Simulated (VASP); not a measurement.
# MgSe (Fm-3m) in VASP: further runs

Runs on MgSe. Level: LDA. Tasks: single point.

Everything below comes from runs of VASP 6.6.1. Logs are shortened: lines on timing, memory, paths and dates and some standing lists are left out, and cuts for length are marked.

## 1. The cell of the first run

Symmetry: Fm-3m, No. 225, cubic system. The conventional cell has a = 5.117 Å, b = 5.117 Å, c = 5.117 Å, α = 90.00°, β = 90.00°, γ = 90.00°. Within 3.4 Å of Mg (site symmetry m-3m) lie 6 Se at 2.56 Å. Se (site symmetry m-3m) has 6 Mg at 2.56 Å within 3.4 Å.

## 2. Single point, LDA

INCAR

```
PREC = Accurate ; ENCUT = 600
EDIFF = 1E-6 ; ISMEAR = 0
SIGMA = 0.01 ; LREAL = False
LASPH = True ; NELM = 120
ALGO = Normal ; ISIF = 2
LWAVE = False ; LCHARG = False
GGA = CA ; NBANDS = 11
GGA_COMPAT = False
```

KPOINTS

```
Automatic mesh
0
Gamma
  8 8 8
```

POSCAR

```
MgSe
1.0
    2.5582922139      2.5582922139      0.0000000000
   -2.5582922139      2.5582922139      0.0000000000
    0.0000000000      2.5582922139      2.5582922139
Mg Se
1 1
Direct
    0.0000000000      0.0000000000      0.0000000000
    0.5000000000      0.5000000000      0.0000000000
```

Potentials or basis: VASP PAW LDA potentials, release 64 (Mg, Se).

Started as:

```
$ cat potpaw_LDA.64/Mg/POTCAR potpaw_LDA.64/Se/POTCAR > POTCAR
$ mpirun -np 1 vasp_std > vasp.out
```

OUTCAR:

```text
PREC = Accurate
   ENCUT = 600
   EDIFF = 1E-6
   ISMEAR = 0
   LREAL = False
   LASPH = True
   NELM = 120
   ISIF = 2
   GGA = CA

 ion  position               nearest neighbor table
   1  0.000  0.000  0.000-   2 2.56   2 2.56   2 2.56   2 2.56   2 2.56   2 2.56
   2  0.500  0.500  0.000-   1 2.56   1 2.56   1 2.56   1 2.56   1 2.56   1 2.56

  LATTYP: Found a face centered cubic cell.
 ALAT       =     5.1165844278

  Lattice vectors:

 A1 = (   0.0000000000,   2.5582922139,   2.5582922139)
 A2 = (   2.5582922139,   0.0000000000,   2.5582922139)
 A3 = (   2.5582922139,   2.5582922139,   0.0000000000)

Analysis of symmetry for initial positions (statically):
=====================================================================
 Subroutine PRICEL returns:
 Original cell was already a primitive cell.

 Routine SETGRP: Setting up the symmetry group for a
 face centered cubic supercell.

 Subroutine GETGRP returns: Found 48 space group operations
 (whereof 48 operations were pure point group operations)
 out of a pool of 48 trial point group operations.

The static configuration has the point symmetry O_h .

Analysis of symmetry for dynamics (positions and initial velocities):
=====================================================================
 Subroutine PRICEL returns:
 Original cell was already a primitive cell.

 Routine SETGRP: Setting up the symmetry group for a
 face centered cubic supercell.

 Subroutine GETGRP returns: Found 48 space group operations
 (whereof 48 operations were pure point group operations)
 out of a pool of 48 trial point group operations.

The dynamic configuration has the point symmetry O_h .

 Subroutine INISYM returns: Found 48 space group operations
 (whereof 48 operations are pure point group operations),
 and found     1 'primitive' translations

----------------------------------------------------------------------------------------

                                     Primitive cell

  volume of cell :      33.4873

  direct lattice vectors                    reciprocal lattice vectors
     2.558292214  2.558292214  0.000000000     0.195442881  0.195442881 -0.195442881
    -2.558292214  2.558292214  0.000000000    -0.195442881  0.195442881 -0.195442881
     0.000000000  2.558292214  2.558292214     0.000000000  0.000000000  0.390885761

  length of vectors
     3.617971545  3.617971545  3.617971545     0.338516999  0.338516999  0.390885761

  position of ions in fractional coordinates (direct lattice)
     0.000000000  0.000000000  0.000000000
     0.500000000  0.500000000  0.000000000

  ion indices of the primitive-cell ions
   primitive index   ion index
                 1           1
                 2           2

----------------------------------------------------------------------------------------

 KPOINTS: Automatic mesh

Automatic generation of k-mesh.
 Grid dimensions read from file:
 generate k-points for:    8    8    8

 Generating k-lattice:

  Cartesian coordinates                     Fractional coordinates (reciprocal lattice)
     0.024430360  0.024430360 -0.024430360     0.125000000  0.000000000  0.000000000
    -0.024430360  0.024430360 -0.024430360     0.000000000  0.125000000  0.000000000
     0.000000000  0.000000000  0.048860720     0.000000000  0.000000000  0.125000000

  Length of vectors
     0.042314625  0.042314625  0.048860720

  Shift w.r.t. Gamma in fractional coordinates (k-lattice)
     0.000000000  0.000000000  0.000000000

 Subroutine IBZKPT returns following result:
 ===========================================

 Found     29 irreducible k-points:

 Following reciprocal coordinates:
            Coordinates               Weight
  0.000000  0.000000  0.000000      1.000000
  0.125000  0.000000  0.000000      8.000000
  0.250000  0.000000  0.000000      8.000000
  0.375000  0.000000  0.000000      8.000000
  0.500000  0.000000  0.000000      4.000000
  0.125000  0.125000  0.000000     12.000000
[... 16 lines left out ...]
  0.375000  0.250000  0.125000     48.000000
  0.500000  0.250000  0.125000     24.000000
 [... further k-points ...]
   k-points           NKPTS =     29   k-points in BZ     NKDIM =     29   number of bands    NBANDS=     11
   number of dos      NEDOS =    301   number of ions     NIONS =      2
   total plane-waves  NPLWV =  27000
   dimension x,y,z NGX =    30 NGY =   30 NGZ =   30
   dimension x,y,z NGXF=    60 NGYF=   60 NGZF=   60
   ions per type =               1   1
   NGX,Y,Z   is equivalent  to a cutoff of  13.79, 13.79, 13.79 a.u.
   NGXF,Y,Z  is equivalent  to a cutoff of  27.57, 27.57, 27.57 a.u.
 SYSTEM =  unknown system
   PREC   = accura    normal or accurate (medium, high low for compatibility)
   ISTART =      0    job   : 0-new  1-cont  2-samecut
   ICHARG =      2    charge: 1-file 2-atom 10-const
   ISPIN  =      1    spin polarized calculation?
   LNONCOLLINEAR =      F non collinear calculations
   LSORBIT =      F    spin-orbit coupling
   LASPH  =      T    aspherical Exc in radial PAW
   ENCUT  =  600.0 eV  44.10 Ry    6.64 a.u.   7.23  7.23  7.23*2*pi/ulx,y,z
   NELM   =    120;   NELMIN=  2; NELMDL= -5     # of ELM steps
   EDIFF  = 0.1E-05   stopping-criterion for ELM
   LREAL  =      F    real-space projection
   EDIFFG = 0.1E-04   stopping-criterion for IOM
   NSW    =      0    number of steps for IOM
   IBRION =     -1    ionic relax: 0-MD 1-quasi-New 2-CG
   NFREE  =      0    steps in history (QN), initial steepest desc. (CG)
   ISIF   =      2    stress and relaxation
   ISYM   =      2    0-nonsym 1-usesym 2-fastsym
   POTIM  = 0.5000    time-step for ionic-motion
   TEBEG  =    0.0;   TEEND  =   0.0 temperature during run
   PSTRESS=    0.0 pullay stress
   NELECT =       8.0000    total number of electrons
   NUPDOWN=      -1.0000    fix difference up-down
   EMIN   =  10.00;   EMAX   =-10.00  energy-range for DOS
   EFERMI =   0.00;   METHOD = LEGACY
   ISMEAR =     0;   SIGMA  =   0.01  broadening in eV -4-tet -1-fermi 0-gaus
   EFERMI_NEDOS =   21; number of points for ismear=-14 and -15
   IALGO  =     38    algorithm
   IMIX   =      4    mixing-type and parameters
     AMIX     =   0.40;   BMIX     =  1.00
     AMIX_MAG =   1.60;   BMIX_MAG =  1.00
  volume/ion in A,a.u.               =      16.74       112.99
  Fermi-wavevector in a.u.,A,eV,Ry     =   1.015807  1.919598 14.039369  1.031865
  Thomas-Fermi vector in A             =   2.149115
   LORBIT       =      0    0 simple, 1 ext, 2 COOP (PROOUT), +10 PAW based schemes
   GGA     = CA    functional components
   LHFCALC =     F    Hartree Fock is set to
   AEXX    =    0.0000 exact exchange contribution
   IVDW    =     0    specifies the selected vdW correction
   LEPSILON=     F    determine dielectric tensor
   LRPA    =     F    only Hartree local field effects (RPA)
 non-spin polarized calculation
 Gauss-broadening in eV      SIGMA  =   0.01
  energy-cutoff  :      600.00
  volume of cell :       33.49
 maximum number of plane-waves:      1139
 NGX is ok and might be reduce to    30
   NGX = 15   NGY = 15   NGZ = 15

 number of electron       8.0000001 magnetization

 Free energy of the ion-electron system (eV)
  ---------------------------------------------------
  ext. energy  EPLUGINS =         0.00000000
  ---------------------------------------------------
  free energy    TOTEN  =        -8.37781665 eV

  energy without entropy =       -8.37781665  energy(sigma->0) =       -8.37781665

 E-fermi :   5.0493     XC(G=0): -10.5404

 val. band max:        4.9954949368   @ k =   0.0000   0.0000   0.0000
 cond. band min:       6.9530797648   @ k =   0.5000   0.5000   0.0000
 fundamental gap:      1.9575848279
 Fermi energy:         5.0492896644

 k-point     1 :       0.0000    0.0000    0.0000
  band No.  band energies     occupation
      1      -9.1941      2.00000
      2       4.9955      2.00000
      3       4.9955      2.00000
      4       4.9955      2.00000
      5       8.8554      0.00000
      6      12.2156      0.00000
      7      12.2156      0.00000
      8      12.2156      0.00000
      9      15.2387      0.00000
     10      15.2387      0.00000
     11      16.0407      0.00000

 k-point     2 :       0.1250    0.0000    0.0000
  band No.  band energies     occupation
      1      -9.0128      2.00000
      2       3.5998      2.00000
      3       4.8428      2.00000
      4       4.8428      2.00000
      5       9.6856      0.00000
      6      12.1162      0.00000
      7      12.5482      0.00000
      8      12.5482      0.00000
      9      14.2946      0.00000
     10      14.2946      0.00000
     11      16.6857      0.00000

 k-point     3 :       0.2500    0.0000    0.0000
  band No.  band energies     occupation
      1      -8.5137      2.00000
      2       1.3825      2.00000
      3       4.5220      2.00000
      4       4.5220      2.00000
      5       9.5470      0.00000
      6      12.1955      0.00000
      7      12.1955      0.00000
      8      13.8348      0.00000
      9      14.8551      0.00000
     10      14.8551      0.00000
     11      15.7829      0.00000

 k-point     4 :       0.3750    0.0000    0.0000
  band No.  band energies     occupation
      1      -7.8809      2.00000
      2      -0.4192      2.00000
      3       4.2499      2.00000
      4       4.2499      2.00000
      5       9.0939      0.00000
      6      11.4629      0.00000
      7      11.4629      0.00000
      8      14.9812      0.00000
      9      16.3770      0.00000
     10      17.0478      0.00000
     11      17.0478      0.00000
[... 239 lines left out ...]
 k-point    22 :       0.2500    0.2500    0.1250
  band No.  band energies     occupation
      1      -8.1152      2.00000
      2       1.0829      2.00000
      3       2.9157      2.00000
      4       4.0103      2.00000
      5      10.3993      0.00000
      6      10.7821      0.00000
      7      11.8506      0.00000
      8      14.2824      0.00000
      9      14.9812      0.00000
     10      18.3482      0.00000
     11      18.9649      0.00000

 k-point    23 :       0.3750    0.2500    0.1250
  band No.  band energies     occupation
      1      -7.5698      2.00000
      2      -0.0226      2.00000
      3       2.2367      2.00000
      4       3.5661      2.00000
      5      10.0739      0.00000
      6      10.9829      0.00000
      7      12.5020      0.00000
      8      14.1222      0.00000
      9      16.9513      0.00000
     10      18.4799      0.00000
     11      19.4589      0.00000

 k-point    24 :       0.5000    0.2500    0.1250
  band No.  band energies     occupation
      1      -7.2979      2.00000
      2      -0.5522      2.00000
      3       2.0706      2.00000
      4       3.3449      2.00000
      5      10.0134      0.00000
      6      10.6701      0.00000
      7      13.3253      0.00000
      8      14.8648      0.00000
      9      16.7025      0.00000
     10      18.0519      0.00000
     11      19.9943      0.00000

 [... further k-points ...]
[... 5 lines left out ...]
  --------------------------------------------------------------------------------------
  -------------------------------------------------------------------------------------
  Total        3.0903419      3.0903419      3.0903419     -0.0000000      0.0000000     -0.0000000
  in kB      147.8552223    147.8552223    147.8552223     -0.0000000      0.0000000     -0.0000000
  external PRESSURE =     147.8552223 kB  Pullay stress =       0.0000000 kB

 VOLUME and BASIS-vectors are now :
 -----------------------------------------------------------------------------
  energy-cutoff  :      600.00
  volume of cell :       33.49
      direct lattice vectors                 reciprocal lattice vectors
     2.558292214  2.558292214  0.000000000     0.195442881  0.195442881 -0.195442881
    -2.558292214  2.558292214  0.000000000    -0.195442881  0.195442881 -0.195442881
     0.000000000  2.558292214  2.558292214     0.000000000  0.000000000  0.390885761

 POSITION                                       TOTAL-FORCE (eV/Angst)
 -----------------------------------------------------------------------------------
      0.00000      0.00000      0.00000        -0.000000     -0.000000      0.000000
      0.00000      2.55829      0.00000         0.000000      0.000000      0.000000
 -----------------------------------------------------------------------------------
    total drift:                               -0.000000      0.000000      0.000000

  FREE ENERGIE OF THE ION-ELECTRON SYSTEM (eV)
  ---------------------------------------------------
  free  energy   TOTEN  =        -8.3778166500 eV

  energy  without entropy=       -8.3778166500  energy(sigma->0) =       -8.37781665
```

Wall time 22 s (1 thread of Intel Xeon 8259CL, shared host); peak memory 0.16 GiB.

Results:

| Quantity | Value |
| --- | --- |
| Free energy | -8.3778 eV |
| Pressure | 14.8 GPa |
| Band gap on the k mesh | 1.96 eV, indirect (least direct gap 3.86 eV) |

Levels at points of the mesh, in eV from the valence-band top:
```
           k point  band 2  band 3  band 4  band 5  band 6  band 7
(0.00, 0.00, 0.00)    0.00    0.00    0.00    3.86    7.22    7.22
(0.50, 0.00, 0.00)   -6.15   -0.85   -0.85    3.93    6.20    6.20
(0.50, 0.50, 0.00)   -5.44   -2.32   -2.32    1.96    3.23   13.34
```

A k mesh can miss the band edges. A hybrid or GW would open this gap; LDA tends to underestimate it.

## 3. Single point, LDA

INCAR

```
PREC = Accurate
ENCUT = 600
EDIFF = 1E-6
ISMEAR = 0
SIGMA = 0.01
LREAL = F
LASPH = T
NELM = 120
ALGO = Normal
ISIF = 2
LWAVE = F
LCHARG = F
NBANDS = 11
GGA_COMPAT = F
```

KPOINTS is that of step 2.

POSCAR

```
MgSe
1.0
    2.5582922138      2.5582922138      0.0000000000
   -2.5582922138      2.5582922138      0.0000000000
    0.0000000000      2.5582922138      2.5582922138
Mg Se
1 1
Direct
    0.0000000000      0.0000000000      0.0000000000
    0.5000000000      0.5000000000      0.0000000000
```

Potentials or basis: VASP PAW LDA potentials, release 64 (Mg, Se).

Started as:

```
$ cat potpaw_LDA.64/Mg/POTCAR potpaw_LDA.64/Se/POTCAR > POTCAR
$ mpirun -np 1 vasp_std > vasp.out
```

OUTCAR:

```text
PREC = Accurate
   ENCUT = 600
   EDIFF = 1E-6
   ISMEAR = 0
   LREAL = F
   LASPH = T
   NELM = 120
   ISIF = 2

 ion  position               nearest neighbor table
   1  0.000  0.000  0.000-   2 2.56   2 2.56   2 2.56   2 2.56   2 2.56   2 2.56
   2  0.500  0.500  0.000-   1 2.56   1 2.56   1 2.56   1 2.56   1 2.56   1 2.56

  LATTYP: Found a face centered cubic cell.
 ALAT       =     5.1165844276

  Lattice vectors:

 A1 = (   0.0000000000,   2.5582922138,   2.5582922138)
 A2 = (   2.5582922138,   0.0000000000,   2.5582922138)
 A3 = (   2.5582922138,   2.5582922138,   0.0000000000)

Analysis of symmetry for initial positions (statically):
=====================================================================
 Subroutine PRICEL returns:
 Original cell was already a primitive cell.

 Routine SETGRP: Setting up the symmetry group for a
 face centered cubic supercell.

 Subroutine GETGRP returns: Found 48 space group operations
 (whereof 48 operations were pure point group operations)
 out of a pool of 48 trial point group operations.

The static configuration has the point symmetry O_h .

Analysis of symmetry for dynamics (positions and initial velocities):
=====================================================================
 Subroutine PRICEL returns:
 Original cell was already a primitive cell.

 Routine SETGRP: Setting up the symmetry group for a
 face centered cubic supercell.

 Subroutine GETGRP returns: Found 48 space group operations
 (whereof 48 operations were pure point group operations)
 out of a pool of 48 trial point group operations.

The dynamic configuration has the point symmetry O_h .

 Subroutine INISYM returns: Found 48 space group operations
 (whereof 48 operations are pure point group operations),
 and found     1 'primitive' translations

----------------------------------------------------------------------------------------
[... 114 lines left out ...]
  volume/ion in A,a.u.               =      16.74       112.99
  Fermi-wavevector in a.u.,A,eV,Ry     =   1.015807  1.919598 14.039369  1.031865
  Thomas-Fermi vector in A             =   2.149115
   LORBIT       =      0    0 simple, 1 ext, 2 COOP (PROOUT), +10 PAW based schemes
   GGA     = CA    functional components
   LHFCALC =     F    Hartree Fock is set to
   AEXX    =    0.0000 exact exchange contribution
   IVDW    =     0    specifies the selected vdW correction
   LEPSILON=     F    determine dielectric tensor
   LRPA    =     F    only Hartree local field effects (RPA)
 non-spin polarized calculation
 Gauss-broadening in eV      SIGMA  =   0.01
  energy-cutoff  :      600.00
  volume of cell :       33.49
 maximum number of plane-waves:      1139
 NGX is ok and might be reduce to    30
   NGX = 15   NGY = 15   NGZ = 15

 number of electron       8.0000001 magnetization

 Free energy of the ion-electron system (eV)
  ---------------------------------------------------
  ext. energy  EPLUGINS =         0.00000000
  ---------------------------------------------------
  free energy    TOTEN  =        -8.37781665 eV

  energy without entropy =       -8.37781665  energy(sigma->0) =       -8.37781665

 E-fermi :   5.0493     XC(G=0): -10.5404

 val. band max:        4.9954949381   @ k =   0.0000   0.0000   0.0000
 cond. band min:       6.9530797661   @ k =   0.5000   0.5000   0.0000
 fundamental gap:      1.9575848280
 Fermi energy:         5.0492896655

 k-point     1 :       0.0000    0.0000    0.0000
  band No.  band energies     occupation
      1      -9.1941      2.00000
      2       4.9955      2.00000
      3       4.9955      2.00000
      4       4.9955      2.00000
      5       8.8554      0.00000
      6      12.2156      0.00000
      7      12.2156      0.00000
      8      12.2156      0.00000
      9      15.2387      0.00000
     10      15.2387      0.00000
     11      16.0407      0.00000
[... 309 lines left out ...]
 k-point    24 :       0.5000    0.2500    0.1250
  band No.  band energies     occupation
      1      -7.2979      2.00000
      2      -0.5522      2.00000
      3       2.0706      2.00000
      4       3.3449      2.00000
      5      10.0134      0.00000
      6      10.6701      0.00000
      7      13.3253      0.00000
      8      14.8648      0.00000
      9      16.7025      0.00000
     10      18.0519      0.00000
     11      19.9943      0.00000

 [... further k-points ...]
[... 5 lines left out ...]
  --------------------------------------------------------------------------------------
  -------------------------------------------------------------------------------------
  Total        3.0903419      3.0903419      3.0903419      0.0000000      0.0000000     -0.0000000
  in kB      147.8552224    147.8552224    147.8552224      0.0000000      0.0000000     -0.0000000
  external PRESSURE =     147.8552224 kB  Pullay stress =       0.0000000 kB

 VOLUME and BASIS-vectors are now :
 -----------------------------------------------------------------------------
  energy-cutoff  :      600.00
  volume of cell :       33.49
      direct lattice vectors                 reciprocal lattice vectors
     2.558292214  2.558292214  0.000000000     0.195442881  0.195442881 -0.195442881
    -2.558292214  2.558292214  0.000000000    -0.195442881  0.195442881 -0.195442881
     0.000000000  2.558292214  2.558292214     0.000000000  0.000000000  0.390885761

 POSITION                                       TOTAL-FORCE (eV/Angst)
 -----------------------------------------------------------------------------------
      0.00000      0.00000      0.00000         0.000000     -0.000000      0.000000
      0.00000      2.55829      0.00000        -0.000000      0.000000      0.000000
 -----------------------------------------------------------------------------------
    total drift:                               -0.000000      0.000000      0.000000

  FREE ENERGIE OF THE ION-ELECTRON SYSTEM (eV)
  ---------------------------------------------------
  free  energy   TOTEN  =        -8.3778166496 eV

  energy  without entropy=       -8.3778166496  energy(sigma->0) =       -8.37781665
```

stdout:

```text
POSCAR found type information on POSCAR MgSe
 POSCAR found :  2 types and       2 ions
 scaLAPACK will be used
 LDA part: xc-table for (Slater(with rela. corr.)+CA(PZ))
 , standard interpolation
 POSCAR, INCAR and KPOINTS ok, starting setup
 FFT: planning ... GRIDC
 FFT: planning ... GRID_SOFT
 FFT: planning ... GRID
 WAVECAR not read
 entering main loop
```

Run time: 23 s. Hardware: 1 thread of Intel Xeon 8259CL, shared host; peak memory 0.15 GiB.

What came out:

```yaml
Free_energy: -8.3778 eV
Pressure: 14.8 GPa
Band_gap_on_the_k_mesh: 1.96 eV, indirect (least direct gap 3.86 eV)
```

(Continued in part 2 of 2.)
